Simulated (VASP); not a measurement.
Input of a VASP 6.6.1 run:

File INCAR:

```
PREC     = Accurate       # precision mode
ENCUT    = 520            # plane-wave cutoff, eV
EDIFF    = 1E-6           # SCF threshold, eV
ISMEAR   = 0              # smearing method
SIGMA    = 0.15           # smearing width, eV
LREAL    = F              # projectors in reciprocal space
LASPH    = T              # aspherical terms in the spheres
NELM     = 60             # most SCF steps
ALGO     = Normal         # electronic algorithm
ISIF     = 2              # what is computed and relaxed
LWAVE    = F              # write WAVECAR
LCHARG   = F              # write CHGCAR
GGA      = PE             # functional
IVDW     = 12             # dispersion correction
NBANDS   = 16             # bands
```

File KPOINTS:

```
regular mesh
0
Gamma
  22 22 8
```

The input POSCAR:

```
C
1.0
    1.2327689981     -2.1341461166      0.0000000000
    1.2327689981      2.1341461166      0.0000000000
    0.0000000000      0.0000000000      6.7989836842
C
4
Direct
    0.1769891618      0.9635390726      0.7500000000
    0.5833101797      0.4166898203      0.2500000000
    0.9166898203      0.0833101797      0.2500000000
    0.4166898203      0.5833101797      0.7500000000
```

Potentials or basis: VASP PAW PBE potentials, release 64 (C).

Run with:

```sh
$ cat potpaw_PBE.64/C/POTCAR > POTCAR
$ mpirun -np 1 vasp_std > vasp.out
```

Question: What does it give for the pressure?

Answer: 7.3 GPa.

Question: Predict the dispersion energy per atom.

Answer: -0.154 eV.

Question: What does it give for the band gap on the k mesh?

Answer: Zero (band 8 reaches 4.90 eV, above the bottom of band 9 at 4.65 eV).

Stress tensor (GPa, compression positive):
```
 6.40  8.02  0.00
 8.02 15.52  0.00
 0.00  0.00 -0.10
```

Caveat: the cell differs from its parent crystal (atom 1 (C) moved -0.200 Å towards its neighbour atom 4 (C) at 1.423 Å); forces of over 1 eV/Å act on the atoms, so gaps and moduli don't describe the material at rest.
